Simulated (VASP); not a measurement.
# ZnS (P4/mmm) in VASP: notebook

The runs below take ZnS through single point, with PBE.

All numbers are computed with VASP 6.6.1; they aren't measurements. Logs are shortened: lines on timing, memory, paths and dates and some standing lists are left out, and cuts for length are marked.

## Step 1: The cell of the first run

It takes space group P4/mmm (No. 123, tetragonal). The conventional cell has a = 3.439 Å, b = 3.439 Å, c = 2.752 Å, α = 90.00°, β = 90.00°, γ = 90.00°. Within 3.6 Å of Zn (site symmetry 4/mmm) lie 6 Zn at 2.75 to 3.44 Å and 8 S at 2.79 Å. S (site symmetry 4/mmm) has 6 S at 2.75 to 3.44 Å and 8 Zn at 2.79 Å within 3.6 Å.

## Step 2: Single point, PBE

Contents of INCAR:

```
SYSTEM = ZnS
ALGO     = Normal         ! electronic algorithm
EDIFF    = 1E-6           ! SCF threshold, eV
ENCUT    = 520            ! plane-wave cutoff, eV
GGA      = PE             ! functional
ISIF     = 2              ! what is computed and relaxed
ISMEAR   = 0              ! smearing method
LASPH    = .True.         ! aspherical terms in the spheres
LCHARG   = .False.        ! write CHGCAR
LREAL    = .False.        ! projectors in reciprocal space
LWAVE    = .False.        ! write WAVECAR
NBANDS   = 16             ! bands
NELM     = 60             ! most SCF steps
PREC     = Accurate       ! precision mode
SIGMA    = 0.1            ! smearing width, eV
```

Contents of KPOINTS:

```
k-points
0
Gamma
  6 6 4
  0 0 0
```

Contents of POSCAR:

```
ZnS
1.0
    3.4394742721      0.0000000000      0.0000000000
    0.0000000000      3.4394742721      0.0000000000
    0.0000000000      0.0000000000      2.7521041143
Zn S
1 1
Direct
    0.5000000000      0.5000000000      0.5000000000
    0.0000000000      0.0000000000      0.0000000000
```

Potentials or basis: VASP PAW PBE potentials, release 64 (Zn, S).

The run is started by

```bash
cat potpaw_PBE.64/Zn/POTCAR potpaw_PBE.64/S/POTCAR > POTCAR
mpirun -np 1 vasp_std > vasp.out
```

OUTCAR:

```text
SYSTEM = ZnS
   EDIFF = 1E-6
   ENCUT = 520
   GGA = PE
   ISIF = 2
   ISMEAR = 0
   LASPH = .True.
   LREAL = .False.
   NELM = 60
   PREC = Accurate

 ion  position               nearest neighbor table
   1  0.500  0.500  0.500-   2 2.79   2 2.79   2 2.79   2 2.79   2 2.79   2 2.79   2 2.79   2 2.79

   2  0.000  0.000  0.000-   1 2.79   1 2.79   1 2.79   1 2.79   1 2.79   1 2.79   1 2.79   1 2.79

  LATTYP: Found a simple tetragonal cell.
 ALAT       =     3.4394742721
 C/A-ratio  =     0.8001525514

  Lattice vectors:

 A1 = (   3.4394742721,   0.0000000000,   0.0000000000)
 A2 = (   0.0000000000,   3.4394742721,   0.0000000000)
 A3 = (   0.0000000000,   0.0000000000,   2.7521041143)

Analysis of symmetry for initial positions (statically):
=====================================================================
 Subroutine PRICEL returns:
 Original cell was already a primitive cell.

 Routine SETGRP: Setting up the symmetry group for a
 simple tetragonal supercell.

 Subroutine GETGRP returns: Found 16 space group operations
 (whereof 16 operations were pure point group operations)
 out of a pool of 16 trial point group operations.

The static configuration has the point symmetry D_4h.

Analysis of symmetry for dynamics (positions and initial velocities):
=====================================================================
 Subroutine PRICEL returns:
 Original cell was already a primitive cell.

 Routine SETGRP: Setting up the symmetry group for a
 simple tetragonal supercell.

 Subroutine GETGRP returns: Found 16 space group operations
 (whereof 16 operations were pure point group operations)
 out of a pool of 16 trial point group operations.

The dynamic configuration has the point symmetry D_4h.

 Subroutine INISYM returns: Found 16 space group operations
 (whereof 16 operations are pure point group operations),
 and found     1 'primitive' translations

----------------------------------------------------------------------------------------

                                     Primitive cell

  volume of cell :      32.5573

  direct lattice vectors                    reciprocal lattice vectors
     3.439474272  0.000000000  0.000000000     0.290742108  0.000000000  0.000000000
     0.000000000  3.439474272  0.000000000     0.000000000  0.290742108  0.000000000
     0.000000000  0.000000000  2.752104114     0.000000000  0.000000000  0.363358346

  length of vectors
     3.439474272  3.439474272  2.752104114     0.290742108  0.290742108  0.363358346

  position of ions in fractional coordinates (direct lattice)
     0.500000000  0.500000000  0.500000000
     0.000000000  0.000000000  0.000000000

  ion indices of the primitive-cell ions
   primitive index   ion index
                 1           1
                 2           2

----------------------------------------------------------------------------------------

 KPOINTS: k-points

Automatic generation of k-mesh.
 Grid dimensions read from file:
 generate k-points for:    6    6    4

 Generating k-lattice:

  Cartesian coordinates                     Fractional coordinates (reciprocal lattice)
     0.048457018  0.000000000  0.000000000     0.166666667  0.000000000  0.000000000
     0.000000000  0.048457018  0.000000000     0.000000000  0.166666667  0.000000000
     0.000000000  0.000000000  0.090839587     0.000000000  0.000000000  0.250000000

  Length of vectors
     0.048457018  0.048457018  0.090839587

  Shift w.r.t. Gamma in fractional coordinates (k-lattice)
     0.000000000  0.000000000  0.000000000

 Subroutine IBZKPT returns following result:
 ===========================================

 Found     30 irreducible k-points:

 Following reciprocal coordinates:
            Coordinates               Weight
  0.000000  0.000000  0.000000      1.000000
  0.166667  0.000000  0.000000      4.000000
  0.333333  0.000000  0.000000      4.000000
  0.500000  0.000000  0.000000      2.000000
  0.166667  0.166667  0.000000      4.000000
  0.333333  0.166667  0.000000      8.000000
[... 16 lines left out ...]
  0.333333  0.000000  0.500000      4.000000
  0.500000  0.000000  0.500000      2.000000
 [... further k-points ...]
   k-points           NKPTS =     30   k-points in BZ     NKDIM =     30   number of bands    NBANDS=     16
   number of dos      NEDOS =    301   number of ions     NIONS =      2
   total plane-waves  NPLWV =  15680
   dimension x,y,z NGX =    28 NGY =   28 NGZ =   20
   dimension x,y,z NGXF=    56 NGYF=   56 NGZF=   40
   ions per type =               1   1
   NGX,Y,Z   is equivalent  to a cutoff of  13.53, 13.53, 12.08 a.u.
   NGXF,Y,Z  is equivalent  to a cutoff of  27.07, 27.07, 24.16 a.u.
 SYSTEM =  ZnS
   PREC   = accura    normal or accurate (medium, high low for compatibility)
   ISTART =      0    job   : 0-new  1-cont  2-samecut
   ICHARG =      2    charge: 1-file 2-atom 10-const
   ISPIN  =      1    spin polarized calculation?
   LNONCOLLINEAR =      F non collinear calculations
   LSORBIT =      F    spin-orbit coupling
   LASPH  =      T    aspherical Exc in radial PAW
   ENCUT  =  520.0 eV  38.22 Ry    6.18 a.u.   6.40  6.40  5.12*2*pi/ulx,y,z
   NELM   =     60;   NELMIN=  2; NELMDL= -5     # of ELM steps
   EDIFF  = 0.1E-05   stopping-criterion for ELM
   LREAL  =      F    real-space projection
   EDIFFG = 0.1E-04   stopping-criterion for IOM
   NSW    =      0    number of steps for IOM
   IBRION =     -1    ionic relax: 0-MD 1-quasi-New 2-CG
   NFREE  =      0    steps in history (QN), initial steepest desc. (CG)
   ISIF   =      2    stress and relaxation
   ISYM   =      2    0-nonsym 1-usesym 2-fastsym
   POTIM  = 0.5000    time-step for ionic-motion
   TEBEG  =    0.0;   TEEND  =   0.0 temperature during run
   PSTRESS=    0.0 pullay stress
   NELECT =      18.0000    total number of electrons
   NUPDOWN=      -1.0000    fix difference up-down
   EMIN   =  10.00;   EMAX   =-10.00  energy-range for DOS
   EFERMI =   0.00;   METHOD = LEGACY
   ISMEAR =     0;   SIGMA  =   0.10  broadening in eV -4-tet -1-fermi 0-gaus
   EFERMI_NEDOS =   21; number of points for ismear=-14 and -15
   IALGO  =     38    algorithm
   IMIX   =      4    mixing-type and parameters
     AMIX     =   0.40;   BMIX     =  1.00
     AMIX_MAG =   1.60;   BMIX_MAG =  1.00
  volume/ion in A,a.u.               =      16.28       109.85
  Fermi-wavevector in a.u.,A,eV,Ry     =   1.343639  2.539110 24.563500  1.805366
  Thomas-Fermi vector in A             =   2.471697
   LORBIT       =      0    0 simple, 1 ext, 2 COOP (PROOUT), +10 PAW based schemes
   GGA     = PE    functional components
   LHFCALC =     F    Hartree Fock is set to
   AEXX    =    0.0000 exact exchange contribution
   IVDW    =     0    specifies the selected vdW correction
   LEPSILON=     F    determine dielectric tensor
   LRPA    =     F    only Hartree local field effects (RPA)
 non-spin polarized calculation
 Gauss-broadening in eV      SIGMA  =   0.10
  energy-cutoff  :      520.00
  volume of cell :       32.56
 maximum number of plane-waves:       890
 NGX is ok and might be reduce to    28
   NGX = 13   NGY = 13   NGZ = 11

 number of electron      17.9999980 magnetization

 Free energy of the ion-electron system (eV)
  ---------------------------------------------------
  ext. energy  EPLUGINS =         0.00000000
  ---------------------------------------------------
  free energy    TOTEN  =        -5.10227502 eV

  energy without entropy =       -5.10118716  energy(sigma->0) =       -5.10173109

 E-fermi :   5.0406     XC(G=0): -11.0320

 val. band max:        4.9188994893   @ k =   0.3333   0.0000   0.5000
 cond. band min:       5.1762274889   @ k =   0.3333   0.1667   0.5000
 fundamental gap:      0.2573279997
 Fermi energy:         5.0406407491

 k-point     1 :       0.0000    0.0000    0.0000
  band No.  band energies     occupation
      1      -9.9839      2.00000
      2      -2.5935      2.00000
      3      -2.2904      2.00000
      4      -2.0389      2.00000
      5      -1.8675      2.00000
      6      -1.8675      2.00000
[... 8 lines left out ...]
     15      17.3915      0.00000
     16      19.8736      0.00000

 k-point     2 :       0.1667    0.0000    0.0000
  band No.  band energies     occupation
      1      -9.7820      2.00000
      2      -2.6066      2.00000
      3      -2.2955      2.00000
      4      -2.1129      2.00000
      5      -1.8859      2.00000
      6      -1.8655      2.00000
[... 8 lines left out ...]
     15      18.4016      0.00000
     16      19.9781      0.00000

 k-point     3 :       0.3333    0.0000    0.0000
  band No.  band energies     occupation
      1      -9.3007      2.00000
      2      -2.8841      2.00000
      3      -2.4274      2.00000
      4      -2.2456      2.00000
      5      -1.9221      2.00000
      6      -1.8615      2.00000
[... 8 lines left out ...]
     15      16.7863      0.00000
     16      20.1172      0.00000

 k-point     4 :       0.5000    0.0000    0.0000
  band No.  band energies     occupation
      1      -9.0000      2.00000
      2      -3.4063      2.00000
      3      -2.4672      2.00000
      4      -2.3059      2.00000
      5      -1.9400      2.00000
      6      -1.8595      2.00000
[... 8 lines left out ...]
     15      18.1049      0.00000
     16      19.6195      0.00000
[... 324 lines left out ...]
 k-point    22 :       0.1667    0.0000    0.5000
  band No.  band energies     occupation
      1      -7.2771      2.00000
      2      -2.8529      2.00000
      3      -2.3183      2.00000
      4      -2.2907      2.00000
      5      -2.1230      2.00000
      6      -1.9947      2.00000
[... 8 lines left out ...]
     15      17.5300      0.00000
     16      18.1755      0.00000

 k-point    23 :       0.3333    0.0000    0.5000
  band No.  band energies     occupation
      1      -7.0112      2.00000
      2      -2.3058      2.00000
      3      -2.2691      2.00000
      4      -2.1068      2.00000
      5      -2.0436      2.00000
      6      -2.0273      2.00000
[... 8 lines left out ...]
     15      15.9455      0.00000
     16      17.2715      0.00000

 k-point    24 :       0.5000    0.0000    0.5000
  band No.  band energies     occupation
      1      -6.8651      2.00000
      2      -2.2441      2.00000
      3      -2.1159      2.00000
      4      -2.0675      2.00000
      5      -1.9208      2.00000
      6      -1.7603      2.00000
[... 8 lines left out ...]
     15      15.1540      0.00000
     16      15.3670      0.00000

 [... further k-points ...]
[... 5 lines left out ...]
  --------------------------------------------------------------------------------------
  -------------------------------------------------------------------------------------
  Total        0.0048188      0.0048188      0.0038914      0.0000000      0.0000000      0.0000000
  in kB        0.2371354      0.2371354      0.1914990      0.0000000      0.0000000      0.0000000
  external PRESSURE =       0.2219232 kB  Pullay stress =       0.0000000 kB

 VOLUME and BASIS-vectors are now :
 -----------------------------------------------------------------------------
  energy-cutoff  :      520.00
  volume of cell :       32.56
      direct lattice vectors                 reciprocal lattice vectors
     3.439474272  0.000000000  0.000000000     0.290742108  0.000000000  0.000000000
     0.000000000  3.439474272  0.000000000     0.000000000  0.290742108  0.000000000
     0.000000000  0.000000000  2.752104114     0.000000000  0.000000000  0.363358346

 POSITION                                       TOTAL-FORCE (eV/Angst)
 -----------------------------------------------------------------------------------
      1.71974      1.71974      1.37605         0.000000      0.000000      0.000000
      0.00000      0.00000      0.00000         0.000000      0.000000      0.000000
 -----------------------------------------------------------------------------------
    total drift:                                0.000000      0.000000      0.000000

  FREE ENERGIE OF THE ION-ELECTRON SYSTEM (eV)
  ---------------------------------------------------
  free  energy   TOTEN  =        -5.1022750190 eV

  energy  without entropy=       -5.1011871601  energy(sigma->0) =       -5.10173109
```

Run time: 6.8 s. Hardware: 1 thread of Intel Xeon 6975P-C, shared host; peak memory 0.15 GiB.

What came out:

```
Free energy            : -5.1023 eV
Pressure               : 0.0 GPa
Band gap on the k mesh : zero (band 9 reaches 6.78 eV, above the bottom of band 10 at 3.17 eV)
```

Caveat: the k points lie up to 0.57 Å⁻¹ apart.

(Part 1 of 2 ends here.)
